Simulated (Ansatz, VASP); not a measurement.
**CoSi in VASP and in Ansatz**

```
Co Si
1.0
     4.44500    0.00000    0.00000
     0.00000    4.44500    0.00000
     0.00000    0.00000    4.44500
Co Si
4 4
Direct
  0.14462 0.14462 0.14462
  0.35538 0.85538 0.64462
  0.64462 0.35538 0.85538
  0.85538 0.64462 0.35538
  0.84304 0.84304 0.84304
  0.65696 0.15696 0.34304
  0.34304 0.65696 0.15696
  0.15696 0.34304 0.65696
```

Alike in both runs: functional PBE; k mesh 8 × 8 × 8; occupations gaussian, width 0.03 eV; no spin polarisation.

Ansatz relaxed the structure, and its values are those at the end. VASP's run is a single point on that final structure, the one shown.

|  | VASP | Ansatz |
| --- | --- | --- |
| version | VASP 6.6.1 | Ansatz 0.2.0 |
| potentials or method | VASP PAW PBE potentials, release 64 (Co, Si) | scalar-relativistic, plane waves, PAW |
| plane-wave cutoff (eV) | 520 | 420 |
| valence electrons in the cell | 52 | 84 |

Ansatz gave:

| Property | Result |
| --- | --- |
| gap on the k mesh at the Fermi level (eV) | none |
| pressure (GPa) | -2.1 |

Estimate VASP's values.

gap on the k mesh at the Fermi level (eV): none; pressure (GPa): -2.2.

A gap of «none» marks a metal or a gap that the smearing closes. With one functional, cell and mesh, what is left measures potentials, basis and numerics. VASP's potentials hold 52 valence electrons a cell and Ansatz's 84, so a difference there can come from the potentials and not from the codes. Ansatz's warnings: stress scf threshold loose.
